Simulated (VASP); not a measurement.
A run of VASP 6.6.1:

File INCAR:

```
SYSTEM = HgH3
PREC = Accurate
ENCUT = 520
EDIFF = 1E-7
ISMEAR = 0
SIGMA = 0.02
LREAL = .FALSE.
LASPH = .TRUE.
NELM = 60
ALGO = Normal
ISIF = 2
LWAVE = .FALSE.
LCHARG = .FALSE.
GGA = PE
NBANDS = 25
```

KPOINTS

```
Automatic mesh
0
G
  4 4 4
  0 0 0
```

Contents of POSCAR:

```
HgH3
1.0
    6.9450532860      0.0000000000      0.0000000000
    0.0000000000      6.9450532860      0.0000000000
    0.0000000000      0.0000000000      6.9450532860
Hg H
2 6
Direct
    0.5000000000      0.5000000000      0.5000000000
    0.0000000000      0.0000000000      0.0000000000
    0.0541888081      0.5000000000      0.5000000000
    0.9458111919      0.5000000000      0.5000000000
    0.5000000000      0.0541888081      0.5000000000
    0.5000000000      0.9458111919      0.5000000000
    0.5000000000      0.5000000000      0.0541888081
    0.5000000000      0.5000000000      0.9458111919
```

Potentials or basis: VASP PAW PBE potentials, release 64 (Hg, H).

Launch:

```bash
$ cat potpaw_PBE.64/Hg/POTCAR potpaw_PBE.64/H/POTCAR > POTCAR
$ mpirun -np 1 vasp_std > vasp.out
```

Hardware: 1 thread of Intel Xeon 6975P-C, on a shared host.

**Question.** Estimate the wall time of this run.

**Answer.** Run time: 3 min on 1 thread of Intel Xeon 6975P-C, on a shared host, peak memory 0.43 GiB. Counts: scf iterations 15, k points 10.
